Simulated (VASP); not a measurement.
# AlH2 (P-3m1) in VASP: further runs

The runs below take AlH2 through single point, relaxation of cell and atoms, with PBE.

All numbers are computed with VASP 6.6.1; they aren't measurements. Logs are shortened: lines on timing, memory, paths and dates and some standing lists are left out, and cuts for length are marked.

### Step 1. The cell of the first run

Symmetry: P-3m1, No. 164, trigonal system. The conventional cell has a = 3.110 Å, b = 3.110 Å, c = 2.911 Å, α = 90.00°, β = 90.00°, γ = 120.00°. Within 2.5 Å of Al (site symmetry -3m) lie 6 H at 1.92 Å. H (site symmetry 3m) has 3 Al at 1.92 Å and 6 H at 2.26 to 2.37 Å within 2.5 Å.

The cell was built from a structure type or drawn by symmetry, and may not be a known phase.

### Step 2. Single point, PBE

INCAR

```
SYSTEM = AlH2
  ALGO = Normal
  EDIFF = 1E-6
  ENCUT = 520
  GGA = PE
  ISIF = 2
  ISMEAR = 0
  LASPH = .TRUE.
  LCHARG = .FALSE.
  LREAL = .FALSE.
  LWAVE = .FALSE.
  NBANDS = 10
  NELM = 60
  PREC = Accurate
  SIGMA = 0.1
```

KPOINTS

```
k-points
0
G
  18 18 16
  0 0 0
```

POSCAR

```
AlH2
1.0
    3.1104803889      0.0000000000      0.0000000000
   -1.5552401945      2.6937550348      0.0000000000
    0.0000000000      0.0000000000      2.9109800951
Al H
1 2
Direct
    0.0000000000      0.0000000000      0.5000000000
    0.3333333333      0.6666666667      0.2656027349
    0.6666666667      0.3333333333      0.7343972651
```

Potentials or basis: VASP PAW PBE potentials, release 64 (Al, H).

Started as:

```bash
cat potpaw_PBE.64/Al/POTCAR potpaw_PBE.64/H/POTCAR > POTCAR
mpirun -np 1 vasp_std > vasp.out
```

OUTCAR:

```text
SYSTEM = AlH2
   EDIFF = 1E-6
   ENCUT = 520
   GGA = PE
   ISIF = 2
   ISMEAR = 0
   LASPH = .TRUE.
   LREAL = .FALSE.
   NELM = 60
   PREC = Accurate

 ion  position               nearest neighbor table
   1  0.000  0.000  0.500-   2 1.92   3 1.92   3 1.92   2 1.92   3 1.92   2 1.92
   2  0.333  0.667  0.266-   1 1.92   1 1.92   1 1.92
   3  0.667  0.333  0.734-   1 1.92   1 1.92   1 1.92

  LATTYP: Found a hexagonal cell.
 ALAT       =     3.1104803889
 C/A-ratio  =     0.9358619027

  Lattice vectors:

 A1 = (   3.1104803889,   0.0000000000,   0.0000000000)
 A2 = (  -1.5552401945,   2.6937550348,   0.0000000000)
 A3 = (   0.0000000000,   0.0000000000,   2.9109800951)

Analysis of symmetry for initial positions (statically):
=====================================================================
 Subroutine PRICEL returns:
 Original cell was already a primitive cell.

 Routine SETGRP: Setting up the symmetry group for a
 hexagonal supercell.

 Subroutine GETGRP returns: Found 12 space group operations
 (whereof 12 operations were pure point group operations)
 out of a pool of 24 trial point group operations.

The static configuration has the point symmetry D_3d.

Analysis of symmetry for dynamics (positions and initial velocities):
=====================================================================
 Subroutine PRICEL returns:
 Original cell was already a primitive cell.

 Routine SETGRP: Setting up the symmetry group for a
 hexagonal supercell.

 Subroutine GETGRP returns: Found 12 space group operations
 (whereof 12 operations were pure point group operations)
 out of a pool of 24 trial point group operations.

The dynamic configuration has the point symmetry D_3d.

 Subroutine INISYM returns: Found 12 space group operations
 (whereof 12 operations are pure point group operations),
 and found     1 'primitive' translations

----------------------------------------------------------------------------------------

                                     Primitive cell

  volume of cell :      24.3907

  direct lattice vectors                    reciprocal lattice vectors
     3.110480389  0.000000000  0.000000000     0.321493749  0.185614502  0.000000000
    -1.555240195  2.693755035  0.000000000     0.000000000  0.371229005  0.000000000
     0.000000000  0.000000000  2.910980095     0.000000000  0.000000000  0.343526911

  length of vectors
     3.110480389  3.110480389  2.910980095     0.371229005  0.371229005  0.343526911

  position of ions in fractional coordinates (direct lattice)
     0.000000000  0.000000000  0.500000000
     0.333333333  0.666666667  0.265602735
     0.666666667  0.333333333  0.734397265

  ion indices of the primitive-cell ions
   primitive index   ion index
                 1           1
                 2           2
                 3           3

----------------------------------------------------------------------------------------

 KPOINTS: k-points

Automatic generation of k-mesh.
 Grid dimensions read from file:
 generate k-points for:   18   18   16

 Generating k-lattice:

  Cartesian coordinates                     Fractional coordinates (reciprocal lattice)
     0.017860764  0.010311917  0.000000000     0.055555556  0.000000000  0.000000000
     0.000000000  0.020623834  0.000000000     0.000000000  0.055555556  0.000000000
     0.000000000  0.000000000  0.021470432     0.000000000  0.000000000  0.062500000

  Length of vectors
     0.020623834  0.020623834  0.021470432

  Shift w.r.t. Gamma in fractional coordinates (k-lattice)
     0.000000000  0.000000000  0.000000000

 Subroutine IBZKPT returns following result:
 ===========================================

 Found    522 irreducible k-points:

 Following reciprocal coordinates:
            Coordinates               Weight
  0.000000  0.000000  0.000000      1.000000
  0.055556  0.000000  0.000000      6.000000
  0.111111  0.000000  0.000000      6.000000
  0.166667  0.000000  0.000000      6.000000
  0.222222  0.000000  0.000000      6.000000
  0.277778  0.000000  0.000000      6.000000
[... 16 lines left out ...]
  0.333333  0.111111  0.000000     12.000000
  0.388889  0.111111  0.000000     12.000000
 [... further k-points ...]
   k-points           NKPTS =    522   k-points in BZ     NKDIM =    522   number of bands    NBANDS=     10
   number of dos      NEDOS =    301   number of ions     NIONS =      3
   total plane-waves  NPLWV =  13824
   dimension x,y,z NGX =    24 NGY =   24 NGZ =   24
   dimension x,y,z NGXF=    48 NGYF=   48 NGZF=   48
   ions per type =               1   2
   NGX,Y,Z   is equivalent  to a cutoff of  12.83, 12.83, 13.71 a.u.
   NGXF,Y,Z  is equivalent  to a cutoff of  25.65, 25.65, 27.41 a.u.
 SYSTEM =  AlH2
   PREC   = accura    normal or accurate (medium, high low for compatibility)
   ISTART =      0    job   : 0-new  1-cont  2-samecut
   ICHARG =      2    charge: 1-file 2-atom 10-const
   ISPIN  =      1    spin polarized calculation?
   LNONCOLLINEAR =      F non collinear calculations
   LSORBIT =      F    spin-orbit coupling
   LASPH  =      T    aspherical Exc in radial PAW
   ENCUT  =  520.0 eV  38.22 Ry    6.18 a.u.   5.78  5.78  5.41*2*pi/ulx,y,z
   NELM   =     60;   NELMIN=  2; NELMDL= -5     # of ELM steps
   EDIFF  = 0.1E-05   stopping-criterion for ELM
   LREAL  =      F    real-space projection
   EDIFFG = 0.1E-04   stopping-criterion for IOM
   NSW    =      0    number of steps for IOM
   IBRION =     -1    ionic relax: 0-MD 1-quasi-New 2-CG
   NFREE  =      0    steps in history (QN), initial steepest desc. (CG)
   ISIF   =      2    stress and relaxation
   ISYM   =      2    0-nonsym 1-usesym 2-fastsym
   POTIM  = 0.5000    time-step for ionic-motion
   TEBEG  =    0.0;   TEEND  =   0.0 temperature during run
   PSTRESS=    0.0 pullay stress
   NELECT =       5.0000    total number of electrons
   NUPDOWN=      -1.0000    fix difference up-down
   EMIN   =  10.00;   EMAX   =-10.00  energy-range for DOS
   EFERMI =   0.00;   METHOD = LEGACY
   ISMEAR =     0;   SIGMA  =   0.10  broadening in eV -4-tet -1-fermi 0-gaus
   EFERMI_NEDOS =   21; number of points for ismear=-14 and -15
   IALGO  =     38    algorithm
   IMIX   =      4    mixing-type and parameters
     AMIX     =   0.40;   BMIX     =  1.00
     AMIX_MAG =   1.60;   BMIX_MAG =  1.00
  volume/ion in A,a.u.               =       8.13        54.87
  Fermi-wavevector in a.u.,A,eV,Ry     =   0.965287  1.824128 12.677629  0.931779
  Thomas-Fermi vector in A             =   2.094991
   LORBIT       =      0    0 simple, 1 ext, 2 COOP (PROOUT), +10 PAW based schemes
   GGA     = PE    functional components
   LHFCALC =     F    Hartree Fock is set to
   AEXX    =    0.0000 exact exchange contribution
   IVDW    =     0    specifies the selected vdW correction
   LEPSILON=     F    determine dielectric tensor
   LRPA    =     F    only Hartree local field effects (RPA)
 non-spin polarized calculation
 Gauss-broadening in eV      SIGMA  =   0.10
  energy-cutoff  :      520.00
  volume of cell :       24.39
 maximum number of plane-waves:       668
   NGX = 11   NGY = 11   NGZ = 11

 number of electron       5.0000001 magnetization

 Free energy of the ion-electron system (eV)
  ---------------------------------------------------
  ext. energy  EPLUGINS =         0.00000000
  ---------------------------------------------------
  free energy    TOTEN  =        -9.49959280 eV

  energy without entropy =       -9.49752205  energy(sigma->0) =       -9.49855743

 E-fermi :   5.8326     XC(G=0):  -9.9016

 val. band max:        5.8293577887   @ k =   0.4444   0.0000   0.5000
 cond. band min:       5.8405876608   @ k =   0.0000   0.2778   0.2500
 fundamental gap:      0.0112298721
 Fermi energy:         5.8325614188

 k-point     1 :       0.0000    0.0000    0.0000
  band No.  band energies     occupation
      1      -6.4615      2.00000
      2       5.5744      1.99974
      3      11.1062      0.00000
      4      13.6240      0.00000
      5      13.6240      0.00000
      6      14.4043      0.00000
      7      14.4043      0.00000
      8      14.7562      0.00000
      9      15.8397      0.00000
     10      26.4053      0.00000

 k-point     2 :       0.0556    0.0000    0.0000
  band No.  band energies     occupation
      1      -6.4010      2.00000
      2       5.4985      2.00000
      3      10.8014      0.00000
      4      12.8824      0.00000
      5      12.9859      0.00000
      6      14.1277      0.00000
      7      15.1536      0.00000
      8      15.8334      0.00000
      9      16.4214      0.00000
     10      25.8289      0.00000

 k-point     3 :       0.1111    0.0000    0.0000
  band No.  band energies     occupation
      1      -6.2199      2.00000
      2       5.2473      2.00000
      3       9.8829      0.00000
      4      12.1777      0.00000
      5      12.3332      0.00000
      6      14.0437      0.00000
      7      16.2942      0.00000
      8      16.6269      0.00000
      9      18.1836      0.00000
     10      24.5718      0.00000

 k-point     4 :       0.1667    0.0000    0.0000
  band No.  band energies     occupation
      1      -5.9192      2.00000
      2       4.7580      2.00000
      3       8.8010      0.00000
      4      11.4590      0.00000
      5      12.1792      0.00000
      6      14.1485      0.00000
      7      17.4563      0.00000
      8      17.5630      0.00000
      9      20.0720      0.00000
     10      23.2726      0.00000

 k-point     5 :       0.2222    0.0000    0.0000
  band No.  band energies     occupation
      1      -5.5007      2.00000
      2       3.9779      2.00000
      3       7.9303      0.00000
      4      10.8468      0.00000
      5      12.2255      0.00000
      6      14.4450      0.00000
      7      18.2837      0.00000
      8      18.9346      0.00000
      9      20.8688      0.00000
     10      23.1580      0.00000

 k-point     6 :       0.2778    0.0000    0.0000
  band No.  band energies     occupation
      1      -4.9676      2.00000
      2       2.9543      2.00000
      3       7.3357      0.00000
      4      10.3448      0.00000
      5      12.4402      0.00000
      6      14.9006      0.00000
      7      18.8850      0.00000
      8      20.0121      0.00000
      9      20.3849      0.00000
     10      23.8649      0.00000
[... 183 lines left out ...]
 k-point    21 :       0.2222    0.1111    0.0000
  band No.  band energies     occupation
      1      -4.7909      2.00000
      2       2.9282      2.00000
      3       6.1998      0.00000
      4      10.7920      0.00000
      5      13.4104      0.00000
      6      15.1831      0.00000
      7      17.2436      0.00000
      8      20.0484      0.00000
      9      21.6573      0.00000
     10      22.8675      0.00000

 k-point    22 :       0.2778    0.1111    0.0000
  band No.  band energies     occupation
      1      -4.1513      2.00000
      2       1.8720      2.00000
      3       5.6337      1.99508
      4      10.8537      0.00000
      5      13.5518      0.00000
      6      15.6540      0.00000
      7      17.9372      0.00000
      8      19.0707      0.00000
      9      21.9215      0.00000
     10      22.4743      0.00000

 k-point    23 :       0.3333    0.1111    0.0000
  band No.  band energies     occupation
      1      -3.4160      2.00000
      2       0.7735      2.00000
      3       5.2706      2.00000
      4      10.9013      0.00000
      5      13.8454      0.00000
      6      16.1039      0.00000
      7      17.7673      0.00000
      8      18.9384      0.00000
      9      21.0297      0.00000
     10      22.9997      0.00000

 k-point    24 :       0.3889    0.1111    0.0000
  band No.  band energies     occupation
      1      -2.6280      2.00000
      2      -0.2549      2.00000
      3       5.0665      2.00000
      4      10.9203      0.00000
      5      14.2940      0.00000
      6      15.9590      0.00000
      7      17.8739      0.00000
      8      19.0383      0.00000
      9      20.0264      0.00000
     10      23.8119      0.00000

 [... further k-points ...]

------------------------ aborting loop because EDIFF is reached ----------------------------------------

  FORCE on cell =-STRESS in cart. coord.  units (eV):
  Direction    XX          YY          ZZ          XY          YZ          ZX
  --------------------------------------------------------------------------------------
  -------------------------------------------------------------------------------------
  Total       -0.0294761     -0.0294761     -0.0216026      0.0000000     -0.0000000     -0.0000000
  in kB       -1.9362263     -1.9362263     -1.4190320      0.0000000     -0.0000000     -0.0000000
  external PRESSURE =      -1.7638282 kB  Pullay stress =       0.0000000 kB

 VOLUME and BASIS-vectors are now :
 -----------------------------------------------------------------------------
  energy-cutoff  :      520.00
  volume of cell :       24.39
      direct lattice vectors                 reciprocal lattice vectors
     3.110480389  0.000000000  0.000000000     0.321493749  0.185614502  0.000000000
    -1.555240195  2.693755035  0.000000000     0.000000000  0.371229005  0.000000000
     0.000000000  0.000000000  2.910980095     0.000000000  0.000000000  0.343526911

 POSITION                                       TOTAL-FORCE (eV/Angst)
 -----------------------------------------------------------------------------------
      0.00000      0.00000      1.45549         0.000000      0.000000      0.000000
     -0.00000      1.79584      0.77316        -0.000000      0.000000      0.003650
      1.55524      0.89792      2.13782         0.000000     -0.000000     -0.003650
 -----------------------------------------------------------------------------------
    total drift:                                0.000000     -0.000000     -0.000000

  FREE ENERGIE OF THE ION-ELECTRON SYSTEM (eV)
  ---------------------------------------------------
  free  energy   TOTEN  =        -9.4995927994 eV

  energy  without entropy=       -9.4975220537  energy(sigma->0) =       -9.49855743
```

It took 43 s on 1 thread of Intel Xeon Platinum 8488C (Sapphire Rapids), shared host; peak memory 0.23 GiB.

Results:

```yaml
Free_energy: -9.4996 eV
Pressure: -0.2 GPa
Largest_force: 0.004 eV/Å
Band_gap_on_the_k_mesh: zero (an odd number of electrons rules out a gap without spin polarisation)
```

Forces on the atoms (eV/Å):
```
Al   0.000  0.000  0.000
H    0.000  0.000  0.004
H    0.000  0.000 -0.004
```

### Step 3. Relaxation of cell and atoms, PBE

This run uses another cell than the first one, of 8.27 Å³/atom.

INCAR

```
PREC = Accurate ; ENCUT = 600
EDIFF = 1E-6 ; ISMEAR = 0
SIGMA = 0.1 ; LREAL = F
LASPH = T ; NELM = 60
ALGO = Normal ; ISIF = 3
LWAVE = F ; LCHARG = F
GGA = PE ; IBRION = 2
NSW = 100 ; EDIFFG = -0.01
```

KPOINTS

```
regular mesh
0
Gamma
  18 18 16
```

POSCAR

```
AlH2
1.0
    3.0680079602      0.0000000000      0.0000000000
   -1.5340039801      2.6569728325      0.0000000000
    0.0000000000      0.0000000000      3.0419992997
Al H
1 2
Direct
    0.0000000000      0.0000000000      0.5000000000
    0.3333333333      0.6666666667      0.2607369942
    0.6666666667      0.3333333333      0.7392630058
```

Potentials or basis: VASP PAW PBE potentials, release 64 (Al, H).

Started as:

```bash
cat potpaw_PBE.64/Al/POTCAR potpaw_PBE.64/H/POTCAR > POTCAR
mpirun -np 1 vasp_std > vasp.out
```

It took 4.5 min on 1 thread of Intel Xeon Platinum 8488C (Sapphire Rapids), shared host; peak memory 0.23 GiB.

It converged, with:

```
Free energy                           : -9.5005 eV
Relaxed volume                        : 8.12 Å³/atom
Relaxed cell                          : a = 3.107 Å, b = 3.107 Å, c = 2.914 Å, α = 90.00°, β = 90.00°, γ = 120.00°
Space group after relaxing (to 0.1 Å) : P-3m1 (No. 164)
Energy gained by relaxing             : 2.0 meV/atom
Ionic steps                           : 11
Pressure after relaxing               : 0.1 GPa
Largest force after relaxing          : 0.006 eV/Å
Band gap on the k mesh                : zero (an odd number of electrons rules out a gap without spin polarisation)
```

Forces on the atoms (eV/Å):
```
Al   0.000  0.000  0.000
H    0.000  0.000  0.006
H    0.000  0.000 -0.006
```

Step by step:
```
step  energy change (eV)  largest force (eV/Å)  pressure (GPa)  volume (Å³)
   1              0.0000                0.0061           -0.06        24.80
   2             -0.0007                0.0098           -0.14        24.79
   3             -0.0024                0.0215           -0.36        24.75
   4             -0.0046                0.0427           -0.72        24.66
   5             -0.0012                0.0739           -1.13        24.47
   6             -0.0048                0.0499           -0.84        24.63
   7             -0.0055                0.0376           -0.48        24.48
   8             -0.0058                0.0235           -0.03        24.32
   9             -0.0058                0.0243           -0.04        24.32
  10             -0.0059                0.0195           -0.02        24.33
  11             -0.0060                0.0056            0.07        24.35
```

Final structure:
```
Al H
1.0
     3.10668    0.00000    0.00000
    -1.55334    2.69046    0.00000
     0.00000    0.00000    2.91357
Al H
1 2
Direct
  0.00000 0.00000 0.50000
  0.33333 0.66667 0.26493
  0.66667 0.33333 0.73507
```

Levels at points of the mesh, in eV from the Fermi level:
| k point | band 1 | band 2 | band 3 | band 4 | band 5 |
| --- | --- | --- | --- | --- | --- |
| (0.00, 0.00, 0.00) | -12.31 | -0.28 | 5.28 | 7.83 | 7.83 |
| (0.50, 0.00, 0.00) | -8.12 | -6.83 | 0.69 | 3.64 | 8.67 |
| (0.00, 0.00, 0.50) | -9.20 | -7.15 | 6.46 | 9.65 | 10.48 |
| (0.50, 0.00, 0.50) | -5.83 | -4.81 | -1.07 | -0.50 | 6.39 |
